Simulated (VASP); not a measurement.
# AlN (F-43m) in VASP: single point with HSE06

Aim: the single point of AlN with HSE06.

Everything below comes from runs of VASP 6.6.1. Logs are shortened: lines on timing, memory, paths and dates and some standing lists are left out, and cuts for length are marked.

## 1. The cell of the first run

It takes space group F-43m (No. 216, cubic). The conventional cell has a = 4.596 Å, b = 4.596 Å, c = 4.596 Å, α = 90.00°, β = 90.00°, γ = 90.00°. Al (site symmetry -43m) has 4 N at 1.99 Å within 2.6 Å. N (site symmetry -43m) has 4 Al at 1.99 Å within 2.6 Å.

## 2. Single point, HSE06 (strain +5.2%)

POSCAR

```
AlN
1.0
    0.0000000000      2.2978345998      2.2978345998
    2.2978345998      0.0000000000      2.2978345998
    2.2978345998      2.2978345998      0.0000000000
Al N
1 1
Direct
    0.0000000000      0.0000000000      0.0000000000
    0.7500000000      0.7500000000      0.7500000000
```

INCAR.step1

```
SYSTEM = AlN
PREC = Accurate
ENCUT = 520
EDIFF = 1E-5
ISMEAR = 0
SIGMA = 0.01
LREAL = .FALSE.
LASPH = .TRUE.
NELM = 100
ALGO = Normal
ISIF = 2
LWAVE = .TRUE.
LCHARG = .FALSE.
GGA = PE
NBANDS = 11
```

INCAR.step2

```
SYSTEM = AlN
PREC = Accurate
ENCUT = 520
EDIFF = 1E-6
ISMEAR = 0
SIGMA = 0.01
LREAL = .FALSE.
LASPH = .TRUE.
NELM = 100
ALGO = Normal
ISIF = 2
LWAVE = .FALSE.
LCHARG = .FALSE.
GGA = PE
LHFCALC = .TRUE.
HFSCREEN = 0.2079
PRECFOCK = Normal
ISTART = 1
NBANDS = 11
```

KPOINTS

```
Automatic mesh
0
G
  8 8 8
  0 0 0
```

Potentials or basis: VASP PAW PBE potentials, release 64 (Al, N).

Command:

```
> cat potpaw_PBE.64/Al/POTCAR potpaw_PBE.64/N/POTCAR > POTCAR
> cp INCAR.step1 INCAR
> mpirun -np 1 vasp_std > vasp.out
> cp INCAR.step2 INCAR
> mpirun -np 1 vasp_std > vasp.out
```

OUTCAR:

```text
SYSTEM = AlN
   PREC = Accurate
   ENCUT = 520
   EDIFF = 1E-6
   ISMEAR = 0
   LREAL = .FALSE.
   LASPH = .TRUE.
   NELM = 100
   ISIF = 2
   GGA = PE
   LHFCALC = .TRUE.
   HFSCREEN = 0.2079
   PRECFOCK = Normal
   ISTART = 1

 ion  position               nearest neighbor table
   1  0.000  0.000  0.000-   2 1.99   2 1.99   2 1.99   2 1.99
   2  0.750  0.750  0.750-   1 1.99   1 1.99   1 1.99   1 1.99

  LATTYP: Found a face centered cubic cell.
 ALAT       =     4.5956691996

  Lattice vectors:

 A1 = (   0.0000000000,   2.2978345998,   2.2978345998)
 A2 = (   2.2978345998,   0.0000000000,   2.2978345998)
 A3 = (   2.2978345998,   2.2978345998,   0.0000000000)

Analysis of symmetry for initial positions (statically):
=====================================================================
 Subroutine PRICEL returns:
 Original cell was already a primitive cell.

 Routine SETGRP: Setting up the symmetry group for a
 face centered cubic supercell.

 Subroutine GETGRP returns: Found 24 space group operations
 (whereof 24 operations were pure point group operations)
 out of a pool of 48 trial point group operations.

The static configuration has the point symmetry T_d .

Analysis of symmetry for dynamics (positions and initial velocities):
=====================================================================
 Subroutine PRICEL returns:
 Original cell was already a primitive cell.

 Routine SETGRP: Setting up the symmetry group for a
 face centered cubic supercell.

 Subroutine GETGRP returns: Found 24 space group operations
 (whereof 24 operations were pure point group operations)
 out of a pool of 48 trial point group operations.

The dynamic configuration has the point symmetry T_d .

 Subroutine INISYM returns: Found 24 space group operations
 (whereof 24 operations are pure point group operations),
 and found     1 'primitive' translations

----------------------------------------------------------------------------------------

                                     Primitive cell

  volume of cell :      24.2653

  direct lattice vectors                    reciprocal lattice vectors
     0.000000000  2.297834600  2.297834600    -0.217596166  0.217596166  0.217596166
     2.297834600  0.000000000  2.297834600     0.217596166 -0.217596166  0.217596166
     2.297834600  2.297834600  0.000000000     0.217596166  0.217596166 -0.217596166

  length of vectors
     3.249628855  3.249628855  3.249628855     0.376887616  0.376887616  0.376887616

  position of ions in fractional coordinates (direct lattice)
     0.000000000  0.000000000  0.000000000
     0.750000000  0.750000000  0.750000000

  ion indices of the primitive-cell ions
   primitive index   ion index
                 1           1
                 2           2

----------------------------------------------------------------------------------------

 KPOINTS: Automatic mesh

Automatic generation of k-mesh.
 Grid dimensions read from file:
 generate k-points for:    8    8    8

 Generating k-lattice:

  Cartesian coordinates                     Fractional coordinates (reciprocal lattice)
    -0.027199521  0.027199521  0.027199521     0.125000000  0.000000000  0.000000000
     0.027199521 -0.027199521  0.027199521     0.000000000  0.125000000  0.000000000
     0.027199521  0.027199521 -0.027199521     0.000000000  0.000000000  0.125000000

  Length of vectors
     0.047110952  0.047110952  0.047110952

  Shift w.r.t. Gamma in fractional coordinates (k-lattice)
     0.000000000  0.000000000  0.000000000

 Subroutine IBZKPT returns following result:
 ===========================================

 Found     29 irreducible k-points:

 Following reciprocal coordinates:
            Coordinates               Weight
  0.000000  0.000000  0.000000      1.000000
  0.125000  0.000000  0.000000      8.000000
  0.250000  0.000000  0.000000      8.000000
  0.375000  0.000000  0.000000      8.000000
  0.500000  0.000000  0.000000      4.000000
  0.125000  0.125000  0.000000      6.000000
[... 16 lines left out ...]
  0.500000  0.250000  0.125000     48.000000
 -0.375000  0.250000  0.125000     24.000000
 [... further k-points ...]
   k-points           NKPTS =     29   k-points in BZ     NKDIM =    512   number of bands    NBANDS=     11
   number of dos      NEDOS =    301   number of ions     NIONS =      2
   total plane-waves  NPLWV =  13824
   dimension x,y,z NGX =    24 NGY =   24 NGZ =   24
   dimension x,y,z NGXF=    48 NGYF=   48 NGZF=   48
   ions per type =               1   1
   NGX,Y,Z   is equivalent  to a cutoff of  12.28, 12.28, 12.28 a.u.
   NGXF,Y,Z  is equivalent  to a cutoff of  24.56, 24.56, 24.56 a.u.
 SYSTEM =  AlN
   PREC   = accura    normal or accurate (medium, high low for compatibility)
   ISTART =      1    job   : 0-new  1-cont  2-samecut
   ICHARG =      0    charge: 1-file 2-atom 10-const
   ISPIN  =      1    spin polarized calculation?
   LNONCOLLINEAR =      F non collinear calculations
   LSORBIT =      F    spin-orbit coupling
   LASPH  =      T    aspherical Exc in radial PAW
   ENCUT  =  520.0 eV  38.22 Ry    6.18 a.u.   6.04  6.04  6.04*2*pi/ulx,y,z
   NELM   =    100;   NELMIN=  2; NELMDL=  0     # of ELM steps
   EDIFF  = 0.1E-05   stopping-criterion for ELM
   LREAL  =      F    real-space projection
   EDIFFG = 0.1E-04   stopping-criterion for IOM
   NSW    =      0    number of steps for IOM
   IBRION =     -1    ionic relax: 0-MD 1-quasi-New 2-CG
   NFREE  =      0    steps in history (QN), initial steepest desc. (CG)
   ISIF   =      2    stress and relaxation
   ISYM   =      3    0-nonsym 1-usesym 2-fastsym
   POTIM  = 0.5000    time-step for ionic-motion
   TEBEG  =    0.0;   TEEND  =   0.0 temperature during run
   PSTRESS=    0.0 pullay stress
   NELECT =       8.0000    total number of electrons
   NUPDOWN=      -1.0000    fix difference up-down
   EMIN   =  10.00;   EMAX   =-10.00  energy-range for DOS
   EFERMI =   0.00;   METHOD = LEGACY
   ISMEAR =     0;   SIGMA  =   0.01  broadening in eV -4-tet -1-fermi 0-gaus
   EFERMI_NEDOS =   21; number of points for ismear=-14 and -15
   IALGO  =     38    algorithm
   IMIX   =      1    mixing-type and parameters
     AMIX     =   0.40;   BMIX     =  1.00
     AMIX_MAG =   1.60;   BMIX_MAG =  1.00
  volume/ion in A,a.u.               =      12.13        81.88
  Fermi-wavevector in a.u.,A,eV,Ry     =   1.130948  2.137182 17.402449  1.279044
  Thomas-Fermi vector in A             =   2.267646
   LORBIT       =      0    0 simple, 1 ext, 2 COOP (PROOUT), +10 PAW based schemes
   GGA     = PE    functional components
   LHFCALC =     T    Hartree Fock is set to
   PRECFOCK=normal    Normal, Fast or Accurate (Low or Medium for compatibility)
   ENCUT4O =  -1.0   cutoff for four orbital integrals eV
   NKREDX  =     1    reduce k-point grid by
   NKREDY  =     1    reduce k-point grid by
   NKREDZ  =     1    reduce k-point grid by
   AEXX    =    0.2500 exact exchange contribution
   HFSCREEN=    0.2079 screening length (either q_TF or 0.3 A-1)
   HFSCREENC=   0.2079 screening length for correlation (either q_TF or 0.3 A-1)
   ENCUTFOCK=  -1.0 apply spherical cutoff to Coloumb kernel
   IVDW    =     0    specifies the selected vdW correction
   LEPSILON=     F    determine dielectric tensor
   LRPA    =     F    only Hartree local field effects (RPA)
 non-spin polarized calculation
 Gauss-broadening in eV      SIGMA  =   0.01
  energy-cutoff  :      520.00
  volume of cell :       24.27
 maximum number of plane-waves:       666
  NGX = 20; NGY = 20; NGZ = 20

 number of electron       7.9999997 magnetization

 Free energy of the ion-electron system (eV)
  ---------------------------------------------------
  ext. energy  EPLUGINS =         0.00000000
  ---------------------------------------------------
  free energy    TOTEN  =       -17.09625659 eV

  energy without entropy =      -17.09625659  energy(sigma->0) =      -17.09625659

 E-fermi :   3.7965     XC(G=0):  -8.5111

 val. band max:        3.7557839329   @ k =   0.0000   0.0000   0.0000
 cond. band min:       7.8812595096   @ k =   0.0000   0.0000   0.0000
 fundamental gap:      4.1254755767
 Fermi energy:         3.7964874999

 k-point     1 :       0.0000    0.0000    0.0000
  band No.  band energies     occupation
      1     -11.8659      2.00000
      2       3.7558      2.00000
      3       3.7558      2.00000
      4       3.7558      2.00000
      5       7.8813      0.00000
      6      16.4551      0.00000
      7      16.4551      0.00000
      8      16.4551      0.00000
      9      22.0420      0.00000
     10      22.0420      0.00000
     11      23.1606      0.00000

 k-point     2 :       0.1250    0.0000    0.0000
  band No.  band energies     occupation
      1     -11.6643      2.00000
      2       2.5406      2.00000
      3       3.6716      2.00000
      4       3.6716      2.00000
      5       8.9008      0.00000
      6      15.8954      0.00000
      7      16.6320      0.00000
      8      16.6320      0.00000
      9      20.5446      0.00000
     10      20.5446      0.00000
     11      22.0809      0.00000

 k-point     3 :       0.2500    0.0000    0.0000
  band No.  band energies     occupation
      1     -11.1196      2.00000
      2       0.4780      2.00000
      3       3.4816      2.00000
      4       3.4816      2.00000
      5      10.3051      0.00000
      6      15.0015      0.00000
      7      16.4353      0.00000
      8      16.4353      0.00000
      9      20.4969      0.00000
     10      20.4969      0.00000
     11      21.1457      0.00000
[... 267 lines left out ...]
 k-point    23 :       0.5000    0.2500    0.1250
  band No.  band energies     occupation
      1     -10.1230      2.00000
      2      -0.8188      2.00000
      3       1.6982      2.00000
      4       2.8157      2.00000
      5      11.5756      0.00000
      6      13.5862      0.00000
      7      15.5288      0.00000
      8      17.0798      0.00000
      9      19.9918      0.00000
     10      23.4318      0.00000
     11      25.3740      0.00000

 k-point    24 :      -0.3750    0.2500    0.1250
  band No.  band energies     occupation
      1      -9.8536      2.00000
      2      -1.2735      2.00000
      3       1.5332      2.00000
      4       2.6393      2.00000
      5      11.7564      0.00000
      6      13.1538      0.00000
      7      16.1810      0.00000
      8      16.8745      0.00000
      9      20.8700      0.00000
     10      22.7426      0.00000
     11      25.5772      0.00000

 [... further k-points ...]

------------------------ aborting loop because EDIFF is reached ----------------------------------------

  FORCE on cell =-STRESS in cart. coord.  units (eV):
  Direction    XX          YY          ZZ          XY          YZ          ZX
  --------------------------------------------------------------------------------------
  -------------------------------------------------------------------------------------
  Total       -3.7050826     -3.7050826     -3.7050826      0.0000000     -0.0000000      0.0000000
  in kB     -244.6370253   -244.6370253   -244.6370253      0.0000000     -0.0000000      0.0000000
  external PRESSURE =    -244.6370253 kB  Pullay stress =       0.0000000 kB

 VOLUME and BASIS-vectors are now :
 -----------------------------------------------------------------------------
  energy-cutoff  :      520.00
  volume of cell :       24.27
      direct lattice vectors                 reciprocal lattice vectors
     0.000000000  2.297834600  2.297834600    -0.217596166  0.217596166  0.217596166
     2.297834600  0.000000000  2.297834600     0.217596166 -0.217596166  0.217596166
     2.297834600  2.297834600  0.000000000     0.217596166  0.217596166 -0.217596166

 POSITION                                       TOTAL-FORCE (eV/Angst)
 -----------------------------------------------------------------------------------
      0.00000      0.00000      0.00000         0.000000      0.000000      0.000000
      3.44675      3.44675      3.44675         0.000000     -0.000000     -0.000000
 -----------------------------------------------------------------------------------
    total drift:                                0.000000      0.000001      0.000000

  FREE ENERGIE OF THE ION-ELECTRON SYSTEM (eV)
  ---------------------------------------------------
  free  energy   TOTEN  =       -17.0962565917 eV

  energy  without entropy=      -17.0962565917  energy(sigma->0) =      -17.09625659
```

Wall time 32 min (1 thread of Intel Xeon Platinum 8259CL at 2.50GHz (Skylake/Cascade Lake), shared host); peak memory 0.26 GiB.

Results:

```
Free energy            : -17.0963 eV
Pressure               : -24.5 GPa
Band gap on the k mesh : 4.13 eV
```

Levels at points of the mesh, in eV from the valence-band top:
| k point | band 2 | band 3 | band 4 | band 5 | band 6 | band 7 |
| --- | --- | --- | --- | --- | --- | --- |
| (0.00, 0.00, 0.00) | 0.00 | 0.00 | 0.00 | 4.13 | 12.70 | 12.70 |
| (0.50, 0.00, 0.00) | -5.71 | -0.52 | -0.52 | 7.41 | 10.53 | 11.72 |
| (0.50, 0.50, 0.00) | -4.88 | -1.78 | -1.78 | 4.38 | 9.06 | 14.05 |

Caveat: the cell differs from its parent crystal (strain +5.2%); the cell stands under tension; the PAW data sets were made with another functional, which shifts forces and pressure a little.
